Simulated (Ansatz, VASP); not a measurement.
## Si2W: VASP beside Ansatz

The input INCAR:

```
PREC     = Accurate       # precision mode
ENCUT    = 520            # plane-wave cutoff, eV
EDIFF    = 1E-7           # SCF threshold, eV
ISMEAR   = 0              # smearing method
SIGMA    = 0.03           # smearing width, eV
LREAL    = False          # projectors in reciprocal space
LASPH    = True           # aspherical terms in the spheres
NELM     = 80             # most SCF steps
ALGO     = Normal         # electronic algorithm
ISIF     = 2              # what is computed and relaxed
LWAVE    = False          # write WAVECAR
LCHARG   = False          # write CHGCAR
GGA      = CA             # functional
NBANDS   = 43             # bands
```

File KPOINTS:

```
regular mesh
0
Gamma
  9 9 6
```

Contents of POSCAR:

```
Si2W
1.0
    4.6354110315      0.0000000000      0.0000000000
   -2.3177055157      4.0143837103      0.0000000000
    0.0000000000      0.0000000000      6.3315079279
Si W
6 3
Direct
    0.8255546399      0.6511092798      0.5000000000
    0.1744453601      0.8255546399      0.8333333333
    0.6511092798      0.8255546399      0.1666666667
    0.1744453601      0.3488907202      0.5000000000
    0.8255546399      0.1744453601      0.8333333333
    0.3488907202      0.1744453601      0.1666666667
    0.0000000000      0.5000000000      0.1666666667
    0.5000000000      0.5000000000      0.8333333333
    0.5000000000      0.0000000000      0.5000000000
```

Input for Ansatz:

```yaml
crystal:
  lattice:
    - [4.6354110315, 0.0, 0.0]
    - [-2.3177055157, 4.0143837103, 0.0]
    - [0.0, 0.0, 6.3315079279]
  atoms:
    - { symbol: Si, position: [0.8255546399, 0.6511092798, 0.5] }
    - { symbol: Si, position: [0.1744453601, 0.8255546399, 0.8333333333] }
    - { symbol: Si, position: [0.6511092798, 0.8255546399, 0.1666666667] }
    - { symbol: Si, position: [0.1744453601, 0.3488907202, 0.5] }
    - { symbol: Si, position: [0.8255546399, 0.1744453601, 0.8333333333] }
    - { symbol: Si, position: [0.3488907202, 0.1744453601, 0.1666666667] }
    - { symbol: W, position: [0.0, 0.5, 0.1666666667] }
    - { symbol: W, position: [0.5, 0.5, 0.8333333333] }
    - { symbol: W, position: [0.5, 0.0, 0.5] }
basis:
  ecutwfc: 420
kpoints:
  mp_grid: { grid: [9, 9, 6] }
hamiltonian:
  xc: lda
  pseudopotentials: { kind: paw, azcp: { folder: soft_1 } }
scf:
  occupations: { method: gaussian, width: 0.03 }
output:
  forces: true
  stress: true
  eigenvalues: true
```

Alike in both runs: task single point; functional LDA; k mesh 9 × 9 × 6; occupations gaussian, width 0.03 eV; no spin polarisation.

```csv
,VASP,Ansatz
version,VASP 6.6.1,Ansatz 0.2.0
potentials or method,"VASP PAW LDA potentials, release 64 (Si, W_sv), cutoff 520 eV","scalar-relativistic, plane waves, PAW"
valence electrons in the cell,66,66
```

VASP gave:

```
gap on the k mesh at the Fermi level (eV)                     : 0.14
least direct gap on the mesh (eV)                             : 0.46
pressure (GPa)                                                : 4.2
traceless stress, the component that is largest in VASP (GPa) : 11.87
rms of the force components (eV/Å)                            : 0.642
```

Q: Estimate Ansatz's values.

A: gap on the k mesh at the Fermi level (eV): 0.15; least direct gap on the mesh (eV): 0.46; pressure (GPa): 3.4; traceless stress, the component that is largest in VASP (GPa): 11.75; rms of the force components (eV/Å): 0.636.

Ansatz warns that its potentials were made for another functional, while VASP's fit it. LDA's correlation is that of Perdew and Zunger in VASP and of Perdew and Wang (1992) in Ansatz. Atom by atom the forces differ by 0.006 eV/Å (rms over components).

Neither program's run includes spin-orbit coupling.
